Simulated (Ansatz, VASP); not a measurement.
# Mg: VASP beside Ansatz

```
Mg
1.0
     0.00000    3.48514    3.48514
     3.48514    0.00000    3.48514
     3.48514    3.48514    0.00000
Mg
2
Direct
  0.12500 0.12500 0.12500
  0.87500 0.87500 0.87500
```

Alike in both runs: functional RPBE; k mesh 9 × 9 × 9; occupations fermi-dirac, width 0.1 eV; no spin polarisation.

Ansatz relaxed the structure, and its values are those at the end. VASP's run is a single point on that final structure, the one shown.

|  | VASP | Ansatz |
| --- | --- | --- |
| version | VASP 6.6.1 | Ansatz 0.2.0 |
| potentials or method | VASP PAW PBE potentials, release 64 (Mg), cutoff 520 eV | plane waves (420 eV) with PAW, scalar-relativistic |
| valence electrons in the cell | 4 | 20 |

|  | VASP | Ansatz | Ansatz less VASP |
| --- | --- | --- | --- |
| pressure (GPa) | 0.0 | 0.0 | +0.04 |

VASP's potentials were made for PBE, not for RPBE. The functional is the same, so the differences come from potentials, cutoffs and numerics. VASP's potentials hold 4 valence electrons a cell and Ansatz's 20, so a difference there can come from the potentials and not from the codes.
